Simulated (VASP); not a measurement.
A run of VASP 6.6.1 is set up as follows.

INCAR

```
SYSTEM = AlN
  PREC = Accurate
  ENCUT = 520
  EDIFF = 1E-6
  ISMEAR = 0
  SIGMA = 0.05
  LREAL = .FALSE.
  LASPH = .TRUE.
  NELM = 100
  ALGO = Normal
  ISIF = 2
  LWAVE = .FALSE.
  LCHARG = .FALSE.
  GGA = PE
  NBANDS = 26
```

File KPOINTS:

```
regular mesh
0
G
  8 6 4
  0 0 0
```

File POSCAR:

```
AlN
1.0
   -1.6567491617      2.8695737234      0.0000000000
    0.0000000000      0.0000000000      4.1874629526
    4.9702474850      2.8695737234      0.0000000000
Al N
4 4
Direct
    0.4758923074      0.7500000000      0.2346833201
    0.0000000000      0.7500000000      0.6666666667
    0.0000000000      0.2500000000      0.3333333333
    0.5000000000      0.2500000000      0.8333333333
    0.5000000000      0.2500000000      0.1666666667
    0.0000000000      0.2500000000      0.6666666667
    0.0000000000      0.7500000000      0.3333333333
    0.5000000000      0.7500000000      0.8333333333
```

Potentials or basis: VASP PAW PBE potentials, release 64 (Al, N).

The run is started by

```console
$ cat potpaw_PBE.64/Al/POTCAR potpaw_PBE.64/N/POTCAR > POTCAR
$ mpirun -np 1 vasp_std > vasp.out
```

Predict the pressure.

4.8 GPa.

Predict the band gap on the k mesh.

2.66 eV.

Forces in eV/Å, atoms in the order of the input:
```
Al  -6.471  0.311  0.000
Al   1.646  0.889  0.000
Al   0.048 -0.267  0.000
Al   0.308  0.200  0.000
N    1.451  0.666  0.000
N   -0.615 -0.365  0.000
N    3.513 -1.406  0.000
N    0.122 -0.027  0.000
```

Caveat: the cell differs from its parent crystal (atom 1 (Al) moved by +0.378 Å along [1 0 0] and +0.126 Å along [1 2 0]); the stress differs along the axes, from 0 to 9 GPa; forces of over 1 eV/Å act on the atoms, so gaps and moduli don't describe the material at rest. A k mesh can miss the band edges.
